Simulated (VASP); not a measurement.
Input of a VASP 6.6.1 run:

Contents of INCAR:

```
SYSTEM = ZnO
PREC = Accurate ; ENCUT = 520
EDIFF = 1E-6 ; ISMEAR = 0
SIGMA = 0.05 ; LREAL = .False.
LASPH = .True. ; NELM = 80
ALGO = Normal ; ISIF = 2
LWAVE = .False. ; LCHARG = .True.
GGA = PE ; LELF = .True.
LVHAR = .True. ; NBANDS = 26
```

The input KPOINTS:

```
regular mesh
0
Gamma
  12 12 6
  0 0 0
```

File POSCAR:

```
ZnO
1.0
    3.2939165671      0.0000000000      0.0000000000
   -1.6469582835      2.8526154251      0.0000000000
    0.0000000000      0.0000000000      5.0640900391
Zn O
2 2
Direct
    0.3333333333      0.6666666667      0.0000000000
    0.6666666667      0.3333333333      0.5000000000
    0.3333333333      0.6666666667      0.3821000000
    0.6666666667      0.3333333333      0.8821000000
```

Potentials or basis: VASP PAW PBE potentials, release 64 (Zn, O).

Run with:

```console
$ cat potpaw_PBE.64/Zn/POTCAR potpaw_PBE.64/O/POTCAR > POTCAR
$ mpirun -np 1 vasp_std > vasp.out
```

(1) Estimate the largest force.

(2) Predict the pressure.

(3) Predict the band gap on the k mesh.

## Answers

(1) 0.413 eV/Å.

(2) 6.3 GPa.

(3) 0.83 eV, direct.
